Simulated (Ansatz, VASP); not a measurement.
**Al2Ru: VASP beside Ansatz**

```
CELL_PARAMETERS angstrom
0.00000 3.76196 4.13580
2.42642 0.00000 4.13580
2.42642 3.76196 0.00000
ATOMIC_POSITIONS crystal
Al 0.07890 0.42110 0.07890
Al 0.42110 0.07890 0.42110
Al 0.17110 0.82890 0.17110
Al 0.82890 0.17110 0.82890
Ru 0.75000 0.75000 0.75000
Ru 0.50000 0.50000 0.50000
```

Change from the starting cell: volume 12.584 Å^3 an atom, stretch along a over the lengths across it, relative to the relaxed cell 1.0947.

Alike in both runs: task single point; functional LDA; k mesh 10 × 10 × 10; occupations gaussian, width 0.03 eV; no spin polarisation.

```csv
,VASP,Ansatz
version,VASP 6.6.1,Ansatz 0.2.0
potentials or method,"VASP PAW LDA potentials, release 64 (Al, Ru_pv), cutoff 520 eV","scalar-relativistic, plane waves, PAW"
valence electrons in the cell,40,44
```

```csv
,VASP,Ansatz,Ansatz less VASP
gap on the k mesh at the Fermi level (eV),0.47,0.47,+0.001
least direct gap on the mesh (eV),1.26,1.26,0.000
pressure (GPa),15.1,14.4,-0.62
"traceless stress, the component that is largest in VASP (GPa)",-19.37,-19.32,+0.052
rms of the force components (eV/Å),0.110,0.117,+0.0062
```

Ansatz warns that its potentials were made for another functional, while VASP's fit it. LDA's correlation is that of Perdew and Zunger in VASP and of Perdew and Wang (1992) in Ansatz. Atom by atom the forces differ by 0.006 eV/Å (rms over components). VASP's potentials hold 40 valence electrons a cell and Ansatz's 44, so a difference there can come from the potentials and not from the codes.
